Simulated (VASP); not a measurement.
# Ga2SnO4 (Fd-3m) in VASP: relaxation of cell and atoms with PBE

Aim: the relaxation of cell and atoms of Ga2SnO4 with PBE.

Program: VASP 6.6.1. These are calculated values, not measurements. Logs are shortened: lines on timing, memory, paths and dates and some standing lists are left out, and cuts for length are marked.

### 1 The cell of the first run

It takes space group Fd-3m (No. 227, cubic). Conventional cell: a = 9.000 Å, b = 9.000 Å, c = 9.000 Å, α = 90.00°, β = 90.00°, γ = 90.00°. Within 2.8 Å of Ga (site symmetry -3m) lie 6 O at 2.12 Å. Sn (site symmetry -43m) has 4 O at 2.18 Å within 2.9 Å. O (site symmetry 3m) has 3 Ga at 2.12 Å and 1 Sn at 2.18 Å and 3 O at 2.80 Å within 2.9 Å.

### 2 Relaxation of cell and atoms, PBE

INCAR

```
ALGO = Normal
EDIFF = 1E-6
EDIFFG = -0.08
ENCUT = 600
GGA = PE
IBRION = 2
ISIF = 3
ISMEAR = 0
LASPH = True
LCHARG = False
LREAL = False
LWAVE = False
NELM = 60
NSW = 36
PREC = Accurate
SIGMA = 0.15
```

KPOINTS

```
k-points
0
Gamma
  3 3 3
```

POSCAR

```
Ga2SnO4
1.0
    0.0000000000      4.5000000000      4.5000000000
    4.5000000000      0.0000000000      4.5000000000
    4.5000000000      4.5000000000      0.0000000000
Ga Sn O
4 2 8
Direct
    0.1250000000      0.1250000000      0.6250000000
    0.1250000000      0.1250000000      0.1250000000
    0.1250000000      0.6250000000      0.1250000000
    0.6250000000      0.1250000000      0.1250000000
    0.5000000000      0.5000000000      0.5000000000
    0.7500000000      0.7500000000      0.7500000000
    0.8900000000      0.8900000000      0.8900000000
    0.9200000000      0.3600000000      0.3600000000
    0.8900000000      0.8900000000      0.3300000000
    0.3600000000      0.9200000000      0.3600000000
    0.3600000000      0.3600000000      0.3600000000
    0.8900000000      0.3300000000      0.8900000000
    0.3600000000      0.3600000000      0.9200000000
    0.3300000000      0.8900000000      0.8900000000
```

Potentials or basis: VASP PAW PBE potentials, release 64 (Ga_d, Sn_d, O).

Started as:

```sh
cat potpaw_PBE.64/Ga_d/POTCAR potpaw_PBE.64/Sn_d/POTCAR potpaw_PBE.64/O/POTCAR > POTCAR
mpirun -np 1 vasp_std > vasp.out
```

OUTCAR:

```text
EDIFF = 1E-6
   EDIFFG = -0.08
   ENCUT = 600
   GGA = PE
   IBRION = 2
   ISIF = 3
   ISMEAR = 0
   LASPH = True
   LREAL = False
   NELM = 60
   NSW = 36
   PREC = Accurate

 ion  position               nearest neighbor table
   1  0.125  0.125  0.625-   8 2.12  10 2.12  12 2.12  14 2.12   7 2.12  11 2.12
   2  0.125  0.125  0.125-   8 2.12  10 2.12  12 2.12  14 2.12  13 2.12   9 2.12
   3  0.125  0.625  0.125-   7 2.12   9 2.12  11 2.12  13 2.12   8 2.12  14 2.12
   4  0.625  0.125  0.125-   7 2.12   9 2.12  11 2.12  13 2.12  12 2.12  10 2.12
   5  0.500  0.500  0.500-   8 2.18  10 2.18  11 2.18  13 2.18
   6  0.750  0.750  0.750-   7 2.18   9 2.18  12 2.18  14 2.18
   7  0.890  0.890  0.890-   3 2.12   4 2.12   1 2.12   6 2.18
   8  0.920  0.360  0.360-   1 2.12   2 2.12   3 2.12   5 2.18
   9  0.890  0.890  0.330-   3 2.12   4 2.12   2 2.12   6 2.18
  10  0.360  0.920  0.360-   1 2.12   2 2.12   4 2.12   5 2.18
  11  0.360  0.360  0.360-   3 2.12   4 2.12   1 2.12   5 2.18
  12  0.890  0.330  0.890-   1 2.12   2 2.12   4 2.12   6 2.18
  13  0.360  0.360  0.920-   3 2.12   4 2.12   2 2.12   5 2.18
  14  0.330  0.890  0.890-   1 2.12   2 2.12   3 2.12   6 2.18

  LATTYP: Found a face centered cubic cell.
 ALAT       =     9.0000000000

  Lattice vectors:

 A1 = (   0.0000000000,   4.5000000000,   4.5000000000)
 A2 = (   4.5000000000,   0.0000000000,   4.5000000000)
 A3 = (   4.5000000000,   4.5000000000,   0.0000000000)

Analysis of symmetry for initial positions (statically):
=====================================================================
 Subroutine PRICEL returns:
 Original cell was already a primitive cell.

 Routine SETGRP: Setting up the symmetry group for a
 face centered cubic supercell.

 Subroutine GETGRP returns: Found 48 space group operations
 (whereof 24 operations were pure point group operations)
 out of a pool of 48 trial point group operations.

The static configuration has the point symmetry T_d .
 The point group associated with its full space group is O_h .

Analysis of symmetry for dynamics (positions and initial velocities):
=====================================================================
 Subroutine PRICEL returns:
 Original cell was already a primitive cell.

 Routine SETGRP: Setting up the symmetry group for a
 face centered cubic supercell.

 Subroutine GETGRP returns: Found 48 space group operations
 (whereof 24 operations were pure point group operations)
 out of a pool of 48 trial point group operations.

The dynamic configuration has the point symmetry T_d .
 The point group associated with its full space group is O_h .

 Subroutine INISYM returns: Found 48 space group operations
 (whereof 24 operations are pure point group operations),
 and found     1 'primitive' translations

----------------------------------------------------------------------------------------

                                     Primitive cell

  volume of cell :     182.2500

  direct lattice vectors                    reciprocal lattice vectors
     0.000000000  4.500000000  4.500000000    -0.111111111  0.111111111  0.111111111
     4.500000000  0.000000000  4.500000000     0.111111111 -0.111111111  0.111111111
     4.500000000  4.500000000  0.000000000     0.111111111  0.111111111 -0.111111111

  length of vectors
     6.363961031  6.363961031  6.363961031     0.192450090  0.192450090  0.192450090

  position of ions in fractional coordinates (direct lattice)
     0.125000000  0.125000000  0.625000000
     0.125000000  0.125000000  0.125000000
     0.125000000  0.625000000  0.125000000
     0.625000000  0.125000000  0.125000000
     0.500000000  0.500000000  0.500000000
     0.750000000  0.750000000  0.750000000
     0.890000000  0.890000000  0.890000000
     0.920000000  0.360000000  0.360000000
     0.890000000  0.890000000  0.330000000
     0.360000000  0.920000000  0.360000000
     0.360000000  0.360000000  0.360000000
     0.890000000  0.330000000  0.890000000
     0.360000000  0.360000000  0.920000000
     0.330000000  0.890000000  0.890000000

  ion indices of the primitive-cell ions
   primitive index   ion index
                 1           1
                 2           2
                 3           3
                 4           4
                 5           5
                 6           6
                 7           7
                 8           8
                 9           9
                10          10
                11          11
                12          12
                13          13
                14          14

----------------------------------------------------------------------------------------

 KPOINTS: k-points

Automatic generation of k-mesh.
 Grid dimensions read from file:
 generate k-points for:    3    3    3

 Generating k-lattice:

  Cartesian coordinates                     Fractional coordinates (reciprocal lattice)
    -0.037037037  0.037037037  0.037037037     0.333333333  0.000000000  0.000000000
     0.037037037 -0.037037037  0.037037037     0.000000000  0.333333333  0.000000000
     0.037037037  0.037037037 -0.037037037     0.000000000  0.000000000  0.333333333

  Length of vectors
     0.064150030  0.064150030  0.064150030

  Shift w.r.t. Gamma in fractional coordinates (k-lattice)
     0.000000000  0.000000000  0.000000000

 Subroutine IBZKPT returns following result:
 ===========================================

 Found      4 irreducible k-points:

 Following reciprocal coordinates:
            Coordinates               Weight
  0.000000  0.000000  0.000000      1.000000
  0.333333  0.000000  0.000000      8.000000
  0.333333  0.333333  0.000000      6.000000
 -0.333333  0.333333  0.000000     12.000000
   k-points           NKPTS =      4   k-points in BZ     NKDIM =      4   number of bands    NBANDS=     76
   number of dos      NEDOS =    301   number of ions     NIONS =     14
   total plane-waves  NPLWV = 157464
   dimension x,y,z NGX =    54 NGY =   54 NGZ =   54
   dimension x,y,z NGXF=   108 NGYF=  108 NGZF=  108
   ions per type =               4   2   8
   NGX,Y,Z   is equivalent  to a cutoff of  14.11, 14.11, 14.11 a.u.
   NGXF,Y,Z  is equivalent  to a cutoff of  28.21, 28.21, 28.21 a.u.
 SYSTEM =  unknown system
   PREC   = accura    normal or accurate (medium, high low for compatibility)
   ISTART =      0    job   : 0-new  1-cont  2-samecut
   ICHARG =      2    charge: 1-file 2-atom 10-const
   ISPIN  =      1    spin polarized calculation?
   LNONCOLLINEAR =      F non collinear calculations
   LSORBIT =      F    spin-orbit coupling
   LASPH  =      T    aspherical Exc in radial PAW
   ENCUT  =  600.0 eV  44.10 Ry    6.64 a.u.  12.71 12.71 12.71*2*pi/ulx,y,z
   NELM   =     60;   NELMIN=  2; NELMDL= -5     # of ELM steps
   EDIFF  = 0.1E-05   stopping-criterion for ELM
   LREAL  =      F    real-space projection
   EDIFFG = -.8E-01   stopping-criterion for IOM
   NSW    =     36    number of steps for IOM
   IBRION =      2    ionic relax: 0-MD 1-quasi-New 2-CG
   NFREE  =      1    steps in history (QN), initial steepest desc. (CG)
   ISIF   =      3    stress and relaxation
   ISYM   =      2    0-nonsym 1-usesym 2-fastsym
   POTIM  = 0.5000    time-step for ionic-motion
   TEBEG  =    0.0;   TEEND  =   0.0 temperature during run
   PSTRESS=    0.0 pullay stress
   NELECT =     128.0000    total number of electrons
   NUPDOWN=      -1.0000    fix difference up-down
   EMIN   =  10.00;   EMAX   =-10.00  energy-range for DOS
   EFERMI =   0.00;   METHOD = LEGACY
   ISMEAR =     0;   SIGMA  =   0.15  broadening in eV -4-tet -1-fermi 0-gaus
   EFERMI_NEDOS =   21; number of points for ismear=-14 and -15
   IALGO  =     38    algorithm
   IMIX   =      4    mixing-type and parameters
     AMIX     =   0.40;   BMIX     =  1.00
     AMIX_MAG =   1.60;   BMIX_MAG =  1.00
  volume/ion in A,a.u.               =      13.02        87.85
  Fermi-wavevector in a.u.,A,eV,Ry     =   1.455199  2.749927 28.811743  2.117603
  Thomas-Fermi vector in A             =   2.572261
   LORBIT       =      0    0 simple, 1 ext, 2 COOP (PROOUT), +10 PAW based schemes
   GGA     = PE    functional components
   LHFCALC =     F    Hartree Fock is set to
   AEXX    =    0.0000 exact exchange contribution
   IVDW    =     0    specifies the selected vdW correction
   LEPSILON=     F    determine dielectric tensor
   LRPA    =     F    only Hartree local field effects (RPA)
 conjugate gradient relaxation of ions
 non-spin polarized calculation
 Gauss-broadening in eV      SIGMA  =   0.15
  energy-cutoff  :      600.00
  volume of cell :      182.25
 maximum number of plane-waves:      6108
 NGX is ok and might be reduce to    54
   NGX = 25   NGY = 25   NGZ = 25

--------------------------------------- Ionic step        1  -------------------------------------------

 number of electron     127.9999981 magnetization

 Free energy of the ion-electron system (eV)
  ---------------------------------------------------
  ext. energy  EPLUGINS =         0.00000000
  ---------------------------------------------------
  free energy    TOTEN  =       -79.15997615 eV

  energy without entropy =      -79.15996949  energy(sigma->0) =      -79.15997282

------------------------ aborting loop because EDIFF is reached ----------------------------------------

  FORCE on cell =-STRESS in cart. coord.  units (eV):
  Direction    XX          YY          ZZ          XY          YZ          ZX
  --------------------------------------------------------------------------------------
  -------------------------------------------------------------------------------------
  Total       -2.1400349     -2.1400349     -2.1400349      0.0000000     -0.0000000      0.0000000
  in kB      -18.8132530    -18.8132530    -18.8132530      0.0000000     -0.0000000      0.0000000
  external PRESSURE =     -18.8132530 kB  Pullay stress =       0.0000000 kB
[... 129 lines left out ...]
  energy  without entropy=      -79.8260822975  energy(sigma->0) =      -79.82608230

--------------------------------------- Ionic step        4  -------------------------------------------

 number of electron     127.9999982 magnetization

 Free energy of the ion-electron system (eV)
  ---------------------------------------------------
  ext. energy  EPLUGINS =         0.00000000
  ---------------------------------------------------
  free energy    TOTEN  =       -79.83228952 eV

  energy without entropy =      -79.83228952  energy(sigma->0) =      -79.83228952

 E-fermi :   6.9568     XC(G=0): -10.9542

 val. band max:        6.2568572165   @ k =  -0.3333   0.3333   0.0000
 cond. band min:       7.6836737395   @ k =   0.0000   0.0000   0.0000
 fundamental gap:      1.4268165230
 Fermi energy:         6.9568283525

 k-point     1 :       0.0000    0.0000    0.0000
  band No.  band energies     occupation
      1     -15.1588      2.00000
      2     -15.1588      2.00000
      3     -15.1588      2.00000
      4     -15.1485      2.00000
      5     -15.1485      2.00000
      6     -15.1485      2.00000
[... 346 lines left out ...]
  FREE ENERGIE OF THE ION-ELECTRON SYSTEM (eV)
  ---------------------------------------------------
  free  energy   TOTEN  =       -79.8322895230 eV

  energy  without entropy=      -79.8322895230  energy(sigma->0) =      -79.83228952

 reached required accuracy - stopping structural energy minimisation
```

It took 11 min on 1 thread of Intel Xeon 8259CL, shared host; peak memory 0.45 GiB.

Results:

```
Free energy                           : -79.8323 eV
Relaxed volume                        : 12.92 Å³/atom
Relaxed cell                          : a = 6.348 Å, b = 6.348 Å, c = 6.348 Å, α = 60.00°, β = 60.00°, γ = 60.00°
Space group after relaxing (to 0.1 Å) : Fd-3m (No. 227)
Energy gained by relaxing             : 48.0 meV/atom
Ionic steps                           : 4
Pressure after relaxing               : -0.6 GPa
Largest force after relaxing          : 0.004 eV/Å
Band gap on the k mesh                : 1.43 eV (least direct gap 1.70 eV)
```

Forces in eV/Å, atoms in the order of the input:
```
Ga   0.000  0.000  0.000
Ga   0.000  0.000  0.000
Ga   0.000  0.000  0.000
Ga   0.000  0.000  0.000
Sn   0.000  0.000  0.000
Sn   0.000  0.000  0.000
O   -0.002 -0.002 -0.002
O    0.002 -0.002 -0.002
O    0.002  0.002 -0.002
O   -0.002  0.002 -0.002
O    0.002  0.002  0.002
O    0.002 -0.002  0.002
O   -0.002 -0.002  0.002
O   -0.002  0.002  0.002
```

The path:
| step | energy change (eV) | largest force (eV/Å) | pressure (GPa) | volume (Å³) |
| --- | --- | --- | --- | --- |
| 1 | 0.0000 | 1.7859 | -1.88 | 182.25 |
| 2 | -0.6661 | 0.0397 | 1.33 | 178.25 |
| 3 | -0.6661 | 0.0462 | 1.30 | 178.26 |
| 4 | -0.6723 | 0.0038 | -0.64 | 180.87 |

Final structure:
```yaml
crystal:
  lattice:
    - [0.00000, 4.48863, 4.48863]
    - [4.48863, 0.00000, 4.48863]
    - [4.48863, 4.48863, 0.00000]
  atoms:
    - { symbol: Ga, position: [0.12500, 0.12500, 0.62500] }
    - { symbol: Ga, position: [0.12500, 0.12500, 0.12500] }
    - { symbol: Ga, position: [0.12500, 0.62500, 0.12500] }
    - { symbol: Ga, position: [0.62500, 0.12500, 0.12500] }
    - { symbol: Sn, position: [0.50000, 0.50000, 0.50000] }
    - { symbol: Sn, position: [0.75000, 0.75000, 0.75000] }
    - { symbol: O, position: [0.89575, 0.89575, 0.89575] }
    - { symbol: O, position: [0.93725, 0.35425, 0.35425] }
    - { symbol: O, position: [0.89575, 0.89575, 0.31275] }
    - { symbol: O, position: [0.35425, 0.93725, 0.35425] }
    - { symbol: O, position: [0.35425, 0.35425, 0.35425] }
    - { symbol: O, position: [0.89575, 0.31275, 0.89575] }
    - { symbol: O, position: [0.35425, 0.35425, 0.93725] }
    - { symbol: O, position: [0.31275, 0.89575, 0.89575] }
```

Caveat: spin-orbit coupling is left out, which moves the levels of the heavy elements; an odd mesh through Γ misses points on the zone boundary, where band edges can lie.
